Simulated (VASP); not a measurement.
**Si: single point with LDA**

Crystal: Si.

```
Si
1.0
    -3.30127    3.30127    1.85111
     3.30127   -3.30127    1.85111
     3.30127    3.30127   -1.85111
Si
4
Cartesian
  1.1808 1.1808 0.0000
  2.1205 2.1205 1.8511
  2.1205 -2.1205 1.8511
  -2.1205 2.1205 1.8511
```

This cell differs from its parent crystal: strain +0.000 along x and y, -0.030 along z.

- Program: VASP 6.6.1
- Task: single point
- Functional: LDA
- Potentials or basis: VASP PAW LDA potentials, release 64 (Si)
- Cutoff: 520 eV
- k mesh: 10 × 10 × 10
- Occupations: gaussian, width 0.03 eV
- Spin: no spin polarisation
- Dipole correction: no
- Further INCAR settings: ALGO = Normal; EDIFF = 1e-07; NBANDS = 16

The pressure is 3.2 GPa. The largest force is 0.348 eV/Å and the band gap on the k mesh is 0.17 eV (least direct gap 0.61 eV).

Forces in eV/Å, atoms in the order of the input:
```
Si  -0.246 -0.246  0.000
Si   0.246  0.246  0.000
Si   0.246 -0.246  0.000
Si  -0.246  0.246  0.000
```

Stress tensor (GPa, compression positive):
```
1.12 0.00 0.00
0.00 1.12 0.00
0.00 0.00 7.29
```

Levels at points of the mesh, in eV from the valence-band top:
```
           k point  band 6  band 7  band 8  band 9  band 10  band 11
(0.00, 0.00, 0.00)   -1.33   -1.33   -0.50    1.53     1.53     1.66
(0.50, 0.00, 0.00)   -3.64   -2.42   -1.53    0.68     2.28     2.88
(0.50, 0.50, 0.00)   -2.12   -1.84   -1.47    1.87     1.88     2.12
(0.50, 0.50, 0.50)   -0.09    0.00    0.00    0.61     3.27     3.61
```

It took 3.1 min on 1 thread of Intel Xeon 8259CL (shared host), peak memory 0.25 GiB.

Caveat: the cell differs from its parent crystal (strain +0.000 along x and y, -0.030 along z); the stress differs along the axes, from 1 to 7 GPa; semilocal functionals underestimate gaps, and a narrow one can read as zero. A k mesh can miss the band edges.
